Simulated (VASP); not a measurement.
Crystal: Y3Si2F.

```
CELL_PARAMETERS angstrom
5.64240 0.00000 0.00000
-2.82120 4.88647 0.00000
0.00000 0.00000 4.16738
ATOMIC_POSITIONS crystal
Y 0.00000 0.50000 0.99502
Y 0.50000 0.00000 0.99502
Y 0.50000 0.50000 0.99502
Si 0.66667 0.33333 0.49615
Si 0.33333 0.66667 0.49615
F 0.00000 0.00000 0.19263
```

The cell was generated, and may not be a known phase.

* Program: VASP 6.6.1
* Task: relaxation of cell and atoms
* Functional: PBE
* Potentials or basis: VASP PAW PBE potentials, release 64 (Y_sv, Si, F)
* Cutoff: 600 eV
* k mesh: 6 × 6 × 4
* Occupations: gaussian, width 0.1 eV
* Spin: no spin polarisation

At the start: pressure 30.1 GPa; volume 19.15 Å³/atom.

Question: How do energy, volume and symmetry change on relaxing?

Answer: Over 20 steps the energy falls by 920.2 meV/atom and the volume is 28.58 Å³/atom (+49.3 %); space group P6mm (No. 183, to 0.1 Å) before, P6/mmm (No. 191, to 0.1 Å).

The path:
| step | energy change (eV) | largest force (eV/Å) | pressure (GPa) | volume (Å³) |
| --- | --- | --- | --- | --- |
| 1 | 0.0000 | 1.8637 | 30.15 | 114.90 |
| 2 | -3.2230 | 1.1356 | -5.51 | 185.84 |
| 3 | -3.6167 | 1.3161 | -0.22 | 162.48 |
| 4 | -4.5648 | 1.0135 | -0.57 | 167.76 |
| 5 | -5.3440 | 0.5883 | -0.52 | 173.22 |
| 6 | -5.3764 | 0.4711 | -0.33 | 174.43 |
| 7 | -5.3811 | 0.5035 | -0.39 | 174.11 |
| 8 | -5.4013 | 0.4820 | 0.28 | 171.88 |
| 9 | -5.4121 | 0.4431 | 1.38 | 168.55 |
| 10 | -5.4194 | 0.4303 | 1.33 | 168.58 |
| 11 | -5.4396 | 0.3921 | 1.23 | 168.69 |
| 12 | -5.4714 | 0.3041 | 1.01 | 168.89 |
| 13 | -5.4987 | 0.1080 | 0.60 | 169.27 |
| 14 | -5.5101 | 0.0953 | 0.17 | 170.90 |
| 15 | -5.5156 | 0.0800 | -0.41 | 172.99 |
| 16 | -5.5196 | 0.0699 | -0.09 | 172.29 |
| 17 | -5.5197 | 0.0678 | -0.01 | 172.13 |
| 18 | -5.5200 | 0.0637 | 0.01 | 172.06 |
| 19 | -5.5206 | 0.0520 | 0.06 | 171.88 |
| 20 | -5.5211 | 0.0292 | 0.15 | 171.51 |

Final structure:
```cif
data_structure
_symmetry_space_group_name_H-M 'P 1'
_symmetry_Int_Tables_number 1
_cell_length_a 7.0814
_cell_length_b 7.0814
_cell_length_c 3.9493
_cell_angle_alpha 90.000
_cell_angle_beta 90.000
_cell_angle_gamma 120.000
_cell_volume 171.51
loop_
_atom_site_label
_atom_site_type_symbol
_atom_site_fract_x
_atom_site_fract_y
_atom_site_fract_z
_atom_site_occupancy
Y1 Y 0.00000 0.50000 0.02730 1
Y2 Y 0.50000 0.00000 0.02730 1
Y3 Y 0.50000 0.50000 0.02730 1
Si1 Si 0.66667 0.33333 0.52719 1
Si2 Si 0.33333 0.66667 0.52719 1
F1 F 0.00000 0.00000 0.03370 1
```

Caveat: the k points lie up to 0.40 Å⁻¹ apart in the final cell; the volume moved by over 15 % at a fixed basis, so the end points are rough.
